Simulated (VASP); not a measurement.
# Cr (Im-3m) in VASP: further runs

Cr is run at these levels: PBE; tasks: single point.

All numbers are computed with VASP 6.6.1; they aren't measurements. Logs are shortened: lines on timing, memory, paths and dates and some standing lists are left out, and cuts for length are marked.

### 1 The cell of the first run

Symmetry: Im-3m, No. 229, cubic system. Conventional cell: a = 2.872 Å, b = 2.872 Å, c = 2.872 Å, α = 90.00°, β = 90.00°, γ = 90.00°. Within 3.3 Å of Cr (site symmetry m-3m) lie 14 Cr at 2.49 to 2.87 Å.

### 2 Single point, PBE, collinear spin, antiferromagnetic start (11.84 Å³/atom)

Input file INCAR:

```
SYSTEM = Cr
  ALGO = Normal
  EDIFF = 1E-6
  ENCUT = 520
  GGA = PE
  ISIF = 2
  ISMEAR = 0
  ISPIN = 2
  LASPH = .True.
  LCHARG = .True.
  LELF = .True.
  LMAXMIX = 4
  LORBIT = 11
  LREAL = .False.
  LVHAR = .True.
  LWAVE = .False.
  MAGMOM = 0.98 -0.98
  NBANDS = 23
  NELM = 150
  PREC = Accurate
  SIGMA = 0.05
```

Input file KPOINTS:

```
k-points
0
Gamma
  20 20 10
  0 0 0
```

Input file POSCAR:

```
Cr
1.0
    0.0000000000      2.8719732733      0.0000000000
    2.8719732733      0.0000000000      0.0000000000
    2.8719732733      2.8719732733     -2.8719732733
Cr
2
Direct
    0.0000000000      0.0000000000      0.0000000000
    0.0000000000      0.0000000000      0.5000000000
```

Potentials or basis: VASP PAW PBE potentials, release 64 (Cr_pv).

Command:

```console
cat potpaw_PBE.64/Cr_pv/POTCAR > POTCAR
mpirun -np 1 vasp_std > vasp.out
```

OUTCAR:

```text
SYSTEM = Cr
   EDIFF = 1E-6
   ENCUT = 520
   GGA = PE
   ISIF = 2
   ISMEAR = 0
   ISPIN = 2
   LASPH = .True.
   LORBIT = 11
   LREAL = .False.
   NELM = 150
   PREC = Accurate

 ion  position               nearest neighbor table
   1  0.000  0.000  0.000-   2 2.49   2 2.49   2 2.49   2 2.49   2 2.49   2 2.49   2 2.49   2 2.49

   2  0.000  0.000  0.500-   1 2.49   1 2.49   1 2.49   1 2.49   1 2.49   1 2.49   1 2.49   1 2.49

  LATTYP: Found a simple cubic cell.
 ALAT       =     2.8719732733

  Lattice vectors:

 A1 = (   0.0000000000,   2.8719732733,   0.0000000000)
 A2 = (   2.8719732733,   0.0000000000,   0.0000000000)
 A3 = (   0.0000000000,   0.0000000000,  -2.8719732733)

Analysis of symmetry for initial positions (statically):
=====================================================================
 Subroutine PRICEL returns following result:

  LATTYP: Found a body centered cubic cell.
 ALAT       =     2.8719732733

  Lattice vectors:

 A1 = (  -1.4359866366,  -1.4359866367,  -1.4359866367)
 A2 = (  -1.4359866367,   1.4359866367,   1.4359866367)
 A3 = (   1.4359866367,   1.4359866367,  -1.4359866367)

   2 primitive cells build up your supercell.

 Routine SETGRP: Setting up the symmetry group for a
 simple cubic supercell.

 Subroutine GETGRP returns: Found 48 space group operations
 (whereof 48 operations were pure point group operations)
 out of a pool of 48 trial point group operations.

The static configuration has the point symmetry O_h .

Analysis of symmetry for dynamics (positions and initial velocities):
=====================================================================
 Subroutine PRICEL returns following result:

  LATTYP: Found a body centered cubic cell.
 ALAT       =     2.8719732733

  Lattice vectors:

 A1 = (  -1.4359866366,  -1.4359866367,  -1.4359866367)
 A2 = (  -1.4359866367,   1.4359866367,   1.4359866367)
 A3 = (   1.4359866367,   1.4359866367,  -1.4359866367)

   2 primitive cells build up your supercell.

 Routine SETGRP: Setting up the symmetry group for a
 simple cubic supercell.

 Subroutine GETGRP returns: Found 48 space group operations
 (whereof 48 operations were pure point group operations)
 out of a pool of 48 trial point group operations.

The dynamic configuration has the point symmetry O_h .

Analysis of structural, dynamic, and magnetic symmetry:
=====================================================================
 Subroutine PRICEL returns following result:

  LATTYP: Found a body centered cubic cell.
 ALAT       =     2.8719732733

  Lattice vectors:

 A1 = (  -1.4359866366,  -1.4359866367,  -1.4359866367)
 A2 = (  -1.4359866367,   1.4359866367,   1.4359866367)
 A3 = (   1.4359866367,   1.4359866367,  -1.4359866367)

   2 primitive cells build up your supercell.

 Routine SETGRP: Setting up the symmetry group for a
 simple cubic supercell.

 Subroutine GETGRP returns: Found 48 space group operations
 (whereof 48 operations were pure point group operations)
 out of a pool of 48 trial point group operations.

The overall configuration has the point symmetry O_h .

 Subroutine INISYM returns: Found 48 space group operations
 (whereof 48 operations are pure point group operations),
 and found     2 'primitive' translations

----------------------------------------------------------------------------------------

                                     Primitive cell

  volume of cell :      11.8443

  direct lattice vectors                    reciprocal lattice vectors
    -1.435986637 -1.435986637 -1.435986637    -0.348192655  0.000000000 -0.348192655
    -1.435986637  1.435986637  1.435986637    -0.348192655  0.348192655 -0.000000000
     1.435986637  1.435986637 -1.435986637     0.000000000  0.348192655 -0.348192655

  length of vectors
     2.487201814  2.487201814  2.487201814     0.492418775  0.492418775  0.492418775

  position of ions in fractional coordinates (direct lattice)
     0.000000000  0.000000000  0.000000000

  ion indices of the primitive-cell ions
   primitive index   ion index
                 1           1

----------------------------------------------------------------------------------------

 KPOINTS: k-points

Automatic generation of k-mesh.
 Grid dimensions read from file:
 generate k-points for:   20   20   10

 Generating k-lattice:

  Cartesian coordinates                     Fractional coordinates (reciprocal lattice)
     0.000000000  0.017409633  0.017409633     0.050000000  0.000000000  0.000000000
     0.017409633  0.000000000  0.017409633     0.000000000  0.050000000  0.000000000
     0.000000000  0.000000000 -0.034819266     0.000000000  0.000000000  0.100000000

  Length of vectors
     0.024620939  0.024620939  0.034819266

  Shift w.r.t. Gamma in fractional coordinates (k-lattice)
     0.000000000  0.000000000  0.000000000

 Subroutine IBZKPT returns following result:
 ===========================================

 Found    146 irreducible k-points:

 Following reciprocal coordinates:
            Coordinates               Weight
  0.000000  0.000000  0.000000      1.000000
  0.050000  0.000000  0.000000     12.000000
  0.100000  0.000000  0.000000     12.000000
  0.150000  0.000000  0.000000     12.000000
  0.200000  0.000000  0.000000     12.000000
  0.250000  0.000000  0.000000     12.000000
[... 16 lines left out ...]
  0.200000  0.100000 -0.000000     48.000000
  0.250000  0.100000  0.000000     48.000000
 [... further k-points ...]
   k-points           NKPTS =    146   k-points in BZ     NKDIM =    146   number of bands    NBANDS=     23
   number of dos      NEDOS =    301   number of ions     NIONS =      2
   total plane-waves  NPLWV =  23040
   dimension x,y,z NGX =    24 NGY =   24 NGZ =   40
   dimension x,y,z NGXF=    48 NGYF=   48 NGZF=   80
   ions per type =               2
   NGX,Y,Z   is equivalent  to a cutoff of  13.89, 13.89, 13.37 a.u.
   NGXF,Y,Z  is equivalent  to a cutoff of  27.79, 27.79, 26.74 a.u.
 SYSTEM =  Cr
   PREC   = accura    normal or accurate (medium, high low for compatibility)
   ISTART =      0    job   : 0-new  1-cont  2-samecut
   ICHARG =      2    charge: 1-file 2-atom 10-const
   ISPIN  =      2    spin polarized calculation?
   LNONCOLLINEAR =      F non collinear calculations
   LSORBIT =      F    spin-orbit coupling
   LASPH  =      T    aspherical Exc in radial PAW
   ENCUT  =  520.0 eV  38.22 Ry    6.18 a.u.   5.34  5.34  9.25*2*pi/ulx,y,z
   NELM   =    150;   NELMIN=  2; NELMDL= -5     # of ELM steps
   EDIFF  = 0.1E-05   stopping-criterion for ELM
   LREAL  =      F    real-space projection
   EDIFFG = 0.1E-04   stopping-criterion for IOM
   NSW    =      0    number of steps for IOM
   IBRION =     -1    ionic relax: 0-MD 1-quasi-New 2-CG
   NFREE  =      0    steps in history (QN), initial steepest desc. (CG)
   ISIF   =      2    stress and relaxation
   ISYM   =      2    0-nonsym 1-usesym 2-fastsym
   POTIM  = 0.5000    time-step for ionic-motion
   TEBEG  =    0.0;   TEEND  =   0.0 temperature during run
   PSTRESS=    0.0 pullay stress
   NELECT =      24.0000    total number of electrons
   NUPDOWN=      -1.0000    fix difference up-down
   EMIN   =  10.00;   EMAX   =-10.00  energy-range for DOS
   EFERMI =   0.00;   METHOD = LEGACY
   ISMEAR =     0;   SIGMA  =   0.05  broadening in eV -4-tet -1-fermi 0-gaus
   EFERMI_NEDOS =   21; number of points for ismear=-14 and -15
   IALGO  =     38    algorithm
   IMIX   =      4    mixing-type and parameters
     AMIX     =   0.40;   BMIX     =  1.00
     AMIX_MAG =   1.60;   BMIX_MAG =  1.00
  volume/ion in A,a.u.               =      11.84        79.93
  Fermi-wavevector in a.u.,A,eV,Ry     =   1.644239  3.107160 36.783632  2.703521
  Thomas-Fermi vector in A             =   2.734238
   LORBIT       =     11    0 simple, 1 ext, 2 COOP (PROOUT), +10 PAW based schemes
   GGA     = PE    functional components
   LHFCALC =     F    Hartree Fock is set to
   AEXX    =    0.0000 exact exchange contribution
   IVDW    =     0    specifies the selected vdW correction
   LEPSILON=     F    determine dielectric tensor
   LRPA    =     F    only Hartree local field effects (RPA)
 spin polarized calculation
 Gauss-broadening in eV      SIGMA  =   0.05
  energy-cutoff  :      520.00
  volume of cell :       23.69
 maximum number of plane-waves:       656
 NGX is ok and might be reduce to    24

 number of electron      24.0000002 magnetization      -0.0000000

 number of electron      24.0000002 magnetization       0.0000000

 Free energy of the ion-electron system (eV)
  ---------------------------------------------------
  ext. energy  EPLUGINS =         0.00000000
  ---------------------------------------------------
  free energy    TOTEN  =       -19.06155794 eV

  energy without entropy =      -19.06051962  energy(sigma->0) =      -19.06103878

 E-fermi :  10.6152     XC(G=0): -13.5083

 val. band max:       10.6139972819   @ k =   0.4000   0.1000   0.0000
 cond. band min:      10.6269152283   @ k =   0.4500   0.1000   0.0000
 fundamental gap:      0.0129179464
 Fermi energy:        10.6151657458

 spin component 1

 k-point     1 :       0.0000    0.0000    0.0000
  band No.  band energies     occupation
      1     -32.9601      1.00000
      2     -32.9601      1.00000
      3     -32.9601      1.00000
      4     -31.6540      1.00000
      5     -31.6540      1.00000
      6     -31.6540      1.00000
[... 613 lines left out ...]
     22      24.8570      0.00000
     23      25.4405      0.00000

 [... further k-points ...]

 spin component 2

 k-point     1 :       0.0000    0.0000    0.0000
  band No.  band energies     occupation
      1     -32.9601      1.00000
      2     -32.9601      1.00000
      3     -32.9601      1.00000
      4     -31.6540      1.00000
      5     -31.6540      1.00000
      6     -31.6540      1.00000
[... 613 lines left out ...]
     22      24.8570      0.00000
     23      25.4405      0.00000

 [... further k-points ...]
[... 5 lines left out ...]
  --------------------------------------------------------------------------------------
  -------------------------------------------------------------------------------------
  Total       -0.1552772     -0.1552772     -0.1552772      0.0000000     -0.0000000      0.0000000
  in kB      -10.5021258    -10.5021258    -10.5021258      0.0000000     -0.0000000      0.0000000
  external PRESSURE =     -10.5021258 kB  Pullay stress =       0.0000000 kB

 VOLUME and BASIS-vectors are now :
 -----------------------------------------------------------------------------
  energy-cutoff  :      520.00
  volume of cell :       23.69
      direct lattice vectors                 reciprocal lattice vectors
     0.000000000  2.871973273  0.000000000     0.000000000  0.348192655  0.348192655
     2.871973273  0.000000000  0.000000000     0.348192655  0.000000000  0.348192655
     2.871973273  2.871973273 -2.871973273     0.000000000  0.000000000 -0.348192655

 POSITION                                       TOTAL-FORCE (eV/Angst)
 -----------------------------------------------------------------------------------
      0.00000      0.00000      0.00000        -0.000000     -0.000000      0.000000
      1.43599      1.43599     -1.43599         0.000000      0.000000     -0.000000
 -----------------------------------------------------------------------------------
    total drift:                               -0.000000     -0.000000      0.000000

  FREE ENERGIE OF THE ION-ELECTRON SYSTEM (eV)
  ---------------------------------------------------
  free  energy   TOTEN  =       -19.0615579436 eV

  energy  without entropy=      -19.0605196235  energy(sigma->0) =      -19.06103878

 total charge

# of ion       s       p       d       tot
------------------------------------------
    1        0.431   6.388   4.188  11.008
    2        0.431   6.388   4.188  11.008
--------------------------------------------------
tot          0.862  12.777   8.376  22.015

 magnetization (x)

# of ion       s       p       d       tot
------------------------------------------
    1        0.015   0.009   1.144   1.168
    2       -0.015  -0.009  -1.144  -1.168
--------------------------------------------------
tot          0.000   0.000  -0.000  -0.000
```

Wall time 4.7 min (1 thread of Intel Xeon Platinum 8375C at 2.90GHz (Ice Lake), shared host); peak memory 0.25 GiB.

What came out:

| Property | Result |
| --- | --- |
| Free energy | -19.0616 eV |
| Pressure | -1.1 GPa |
| Band gap on the k mesh | zero (filled and empty bands overlap) |
| Net moment | 0.00 μB per cell |
| Site moments | Cr +1.17, -1.17 μB |
| Valence electrons inside the program's atomic spheres | Cr 11.01 |

Levels at points of the mesh, in eV from the Fermi level:
Spin up:
```
           k point  band 9  band 10  band 11  band 12  band 13  band 14  band 15  band 16
(0.00, 0.00, 0.00)   -4.13    -0.89    -0.89    -0.89     1.24     1.24     2.59     2.59
(0.50, 0.00, 0.00)   -2.35    -2.35     1.06     1.07     1.07     1.09     1.35     2.02
(0.00, 0.00, 0.50)   -2.05    -1.25    -0.83    -0.83     0.16     0.23     0.23     1.37
(0.50, 0.50, 0.50)   -2.57    -1.84    -1.84    -1.84     1.12     1.12     2.08     2.08
```
Spin down:
| k point | band 9 | band 10 | band 11 | band 12 | band 13 | band 14 | band 15 | band 16 |
| --- | --- | --- | --- | --- | --- | --- | --- | --- |
| (0.00, 0.00, 0.00) | -4.13 | -0.89 | -0.89 | -0.89 | 1.24 | 1.24 | 2.59 | 2.59 |
| (0.50, 0.00, 0.00) | -2.35 | -2.35 | 1.06 | 1.07 | 1.07 | 1.09 | 1.35 | 2.02 |
| (0.00, 0.00, 0.50) | -2.05 | -1.25 | -0.83 | -0.83 | 0.16 | 0.23 | 0.23 | 1.37 |
| (0.50, 0.50, 0.50) | -2.57 | -1.84 | -1.84 | -1.84 | 1.12 | 1.12 | 2.08 | 2.08 |

Caveat: an empty level that is flat over the whole mesh can mark a ghost state of the potentials, or a narrow d or f band.

### 3 Single point, PBE

This run uses another cell than the first one: it holds 1 atom, not 2.

Input file INCAR:

```
SYSTEM = Cr
PREC = Accurate
ENCUT = 520
EDIFF = 1E-6
ISMEAR = 0
SIGMA = 0.05
LREAL = .False.
LASPH = .True.
NELM = 100
ALGO = Fast
ISIF = 2
LWAVE = .False.
LCHARG = .False.
GGA = PE
NBANDS = 12
```

Input file KPOINTS:

```
Automatic mesh
0
Gamma
  20 20 20
  0 0 0
```

Input file POSCAR:

```
Cr
1.0
   -1.4238017299      1.4238017299      1.4238017299
    1.4238017299     -1.4238017299      1.4238017299
    1.4238017299      1.4238017299     -1.4238017299
Cr
1
Direct
    0.0000000000      0.0000000000      0.0000000000
```

Potentials or basis: VASP PAW PBE potentials, release 64 (Cr_pv).

Command:

```console
cat potpaw_PBE.64/Cr_pv/POTCAR > POTCAR
mpirun -np 1 vasp_std > vasp.out
```

It took 20 s on 1 thread of AMD EPYC 7R13 (Zen 3), shared host; peak memory 0.11 GiB.

It converged, with:

```
Free energy            : -9.5174 eV
Pressure               : -0.3 GPa
Band gap on the k mesh : zero (bands 6 and 7 overlap by 3.36 eV)
```

Levels at points of the mesh, in eV from the Fermi level:
| k point | band 2 | band 3 | band 4 | band 5 | band 6 | band 7 | band 8 | band 9 | band 10 | band 11 |
| --- | --- | --- | --- | --- | --- | --- | --- | --- | --- | --- |
| (0.00, 0.00, 0.00) | -42.74 | -42.74 | -7.88 | -0.93 | -0.93 | -0.93 | 1.13 | 1.13 | 7.09 | 22.29 |
| (0.50, 0.00, 0.00) | -43.03 | -42.75 | -4.45 | -2.48 | 1.10 | 1.12 | 1.47 | 2.82 | 7.08 | 9.91 |
| (0.50, 0.50, 0.50) | -43.37 | -43.37 | -4.33 | -4.33 | 2.43 | 2.43 | 2.43 | 7.09 | 10.60 | 10.60 |

Caveat: an empty level that is flat over the whole mesh can mark a ghost state of the potentials, or a narrow d or f band; the run has no spin polarisation, though such a crystal can be magnetic. Spin polarisation is off, so any magnetic state and its effect on volume and gap are missing.

### 4 Single point, PBE, collinear spin (11.30 Å³/atom)

Input file INCAR:

```
SYSTEM = Cr
ALGO = Normal
EDIFF = 1E-6
ENCUT = 520
GGA = PE
ISIF = 2
ISMEAR = 0
ISPIN = 2
LASPH = .TRUE.
LCHARG = .TRUE.
LELF = .TRUE.
LMAXMIX = 4
LORBIT = 11
LREAL = .FALSE.
LVHAR = .TRUE.
LWAVE = .FALSE.
MAGMOM = 0.05
NBANDS = 16
NELM = 150
PREC = Accurate
SIGMA = 0.05
```

Input file KPOINTS:

```
k-points
0
G
  20 20 20
  0 0 0
```

Input file POSCAR:

```
Cr
1.0
   -1.4134976531      1.4134976531      1.4134976531
    1.4134976531     -1.4134976531      1.4134976531
    1.4134976531      1.4134976531     -1.4134976531
Cr
1
Direct
    0.0000000000      0.0000000000      0.0000000000
```

Command:

```console
cat potpaw_PBE.64/Cr_pv/POTCAR > POTCAR
mpirun -np 1 vasp_std > vasp.out
```

Run time: 48 s. Hardware: 1 thread of AMD EPYC 7R13 (Zen 3), shared host; peak memory 0.15 GiB.

It converged, with:

| Property | Result |
| --- | --- |
| Free energy | -9.5135 eV |
| Pressure | 5.4 GPa |
| Band gap on the k mesh | zero (filled and empty bands overlap) |
| Net moment | 0.00 μB per cell |
| Valence electrons inside the program's atomic spheres | Cr 11.11 |

Levels at points of the mesh, in eV from the Fermi level:
Spin up:
| k point | band 2 | band 3 | band 4 | band 5 | band 6 | band 7 | band 8 | band 9 | band 10 | band 11 |
| --- | --- | --- | --- | --- | --- | --- | --- | --- | --- | --- |
| (0.00, 0.00, 0.00) | -42.71 | -42.71 | -7.96 | -0.96 | -0.96 | -0.96 | 1.16 | 1.16 | 7.10 | 22.46 |
| (0.50, 0.00, 0.00) | -43.02 | -42.72 | -4.56 | -2.55 | 1.15 | 1.16 | 1.51 | 2.91 | 7.10 | 10.17 |
| (0.50, 0.50, 0.50) | -43.39 | -43.39 | -4.47 | -4.47 | 2.50 | 2.50 | 2.50 | 7.10 | 10.80 | 10.80 |
Spin down:
```tsv
k point	band 3	band 4	band 5	band 6	band 7	band 8	band 9	band 10
(0.00, 0.00, 0.00)	-42.71	-7.96	-0.96	-0.96	-0.96	1.16	1.16	7.10
(0.50, 0.00, 0.00)	-42.72	-4.56	-2.55	1.15	1.16	1.51	2.91	7.10
(0.50, 0.50, 0.50)	-43.39	-4.47	-4.47	2.50	2.50	2.50	7.10	10.80
```

Caveat: the cell stands under pressure.

### 5 Summary

| spin | cell | k mesh | gap on the mesh (eV) | pressure (GPa) | moment (μB) |
| --- | --- | --- | --- | --- | --- |
| collinear, antiferromagnetic start | a = 2.872, b = 2.872, c = 4.974 Å, angles 54.7, 54.7, 90.0°, 2 atoms, atomic positions A | 20 × 20 × 10 | none | -1.1 | 0.00 |
| off | a = 2.466 Å, angles 109.5°, 1 atom, atomic positions B | 20 × 20 × 20 | none | -0.3 | - |
| collinear | a = 2.448 Å, angles 109.5°, 1 atom, atomic positions B | 20 × 20 × 20 | none | 5.4 | 0.00 |

Alike in all rows: task single point; level PBE; potentials or basis VASP PAW PBE potentials, release 64 (Cr_pv); cutoff (eV) 520; smearing gaussian 0.05 eV.

Caveats: an empty level that is flat over the whole mesh can mark a ghost state of the potentials, or a narrow d or f band (at least some runs); the cell stands under pressure (at least some runs).

Absolute energies hang on the potentials; compare differences alone.
